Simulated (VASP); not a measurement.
CuO:

```
CELL_PARAMETERS angstrom
2.38778 -1.74486 0.00000
2.38778 1.74486 0.00000
-0.86670 0.00000 5.15707
ATOMIC_POSITIONS crystal
Cu 0.50000 0.00000 0.50000
Cu 0.00000 0.50000 0.00000
O 0.41840 0.58160 0.75000
O 0.58160 0.41840 0.25000
```

Base run:

* Program: VASP 6.6.1
* Functional: r2SCAN
* Potentials or basis: VASP PAW PBE potentials, release 64 (Cu, O)
* Cutoff: 520 eV
* k mesh: 10 × 10 × 5
* Occupations: fermi-dirac, width 0.05 eV
* Spin: no spin polarisation

Its results: band gap on the k mesh zero (bands 17 and 18 overlap by 0.59 eV); pressure -9.8 GPa; largest force 0.414 eV/Å.

**Question.** After a change of settings the same cell gave: band gap on the k mesh zero (bands 17 and 18 overlap by 0.59 eV); pressure -11.2 GPa; largest force 0.412 eV/Å. Which change was it?
A. functional from r2SCAN to PBEsol; dispersion from none to D4
B. functional from r2SCAN to RPBE; dispersion from none to D4
C. functional from r2SCAN to LDA; potentials or basis from VASP PAW PBE potentials, release 64 (Cu, O) to VASP PAW LDA potentials, release 64 (Cu, O)
D. further incar settings from ALGO = Normal; EDIFF = 1e-06; NBANDS = 25 to ALGO = Normal; EDIFF = 1e-07; NBANDS = 25; dispersion from none to D4

**Answer.** D.

Caveats: the cell stands under tension; the PAW data sets were made with another functional, which shifts forces and pressure a little; semilocal functionals often make such compounds metallic where correlation or magnetic order opens a gap, which also shifts bond lengths.
